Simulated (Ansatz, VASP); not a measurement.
**Two plane-wave programs on SnSe**

INCAR

```
SYSTEM = SnSe
PREC = Accurate
ENCUT = 520
EDIFF = 1E-6
ISMEAR = 0
SIGMA = 0.05
LREAL = .False.
LASPH = .True.
NELM = 60
ALGO = Normal
ISIF = 2
LWAVE = .False.
LCHARG = .True.
GGA = PE
IVDW = 12
LELF = .True.
LVHAR = .True.
NBANDS = 17
```

The input KPOINTS:

```
regular mesh
0
Gamma
  10 10 10
  0 0 0
```

File POSCAR:

```
SnSe
1.0
    0.0000000000      2.9439373071      3.0336003723
    2.9439373071      0.0000000000      3.0336003723
    2.9439373071      2.9439373071      0.0000000000
Sn Se
1 1
Direct
    0.0000000000      0.0000000000      0.0000000000
    0.5000000000      0.5000000000      0.5000000000
```

Input for Ansatz:

```yaml
crystal:
  lattice:
    - [0.0, 2.9439373071, 3.0336003723]
    - [2.9439373071, 0.0, 3.0336003723]
    - [2.9439373071, 2.9439373071, 0.0]
  atoms:
    - { symbol: Sn, position: [0.0, 0.0, 0.0] }
    - { symbol: Se, position: [0.5, 0.5, 0.5] }
basis:
  ecutwfc: 420
kpoints:
  mp_grid: { grid: [10, 10, 10] }
hamiltonian:
  xc: pbe
  dispersion: d3bj
scf:
  occupations: { method: gaussian, width: 0.05 }
output:
  forces: true
  stress: true
  eigenvalues: true
```

Change from the starting cell: strain -0.015 along x and y, +0.015 along z, atoms carried along.

Alike in both runs: task single point; functional PBE; dispersion D3(BJ); k mesh 10 × 10 × 10; occupations gaussian, width 0.05 eV; no spin polarisation.

|  | VASP | Ansatz |
| --- | --- | --- |
| version | VASP 6.6.1 | Ansatz 0.2.0 |
| potentials or method | VASP PAW PBE potentials, release 64 (Sn_d, Se), cutoff 520 eV | scalar-relativistic, plane waves, PAW |
| valence electrons in the cell | 20 | 30 |

Ansatz gave:

| Quantity | Value |
| --- | --- |
| gap on the k mesh at the Fermi level (eV) | 0.40 |
| least direct gap on the mesh (eV) | 0.50 |
| pressure (GPa) | 1.0 |
| traceless stress, the component that is largest in VASP (GPa) | -2.72 |

Question: Estimate VASP's values.

Answer: gap on the k mesh at the Fermi level (eV): 0.40; least direct gap on the mesh (eV): 0.50; pressure (GPa): 1.0; traceless stress, the component that is largest in VASP (GPa): -2.73.

VASP's potentials hold 20 valence electrons a cell and Ansatz's 30, so a difference there can come from the potentials and not from the codes.
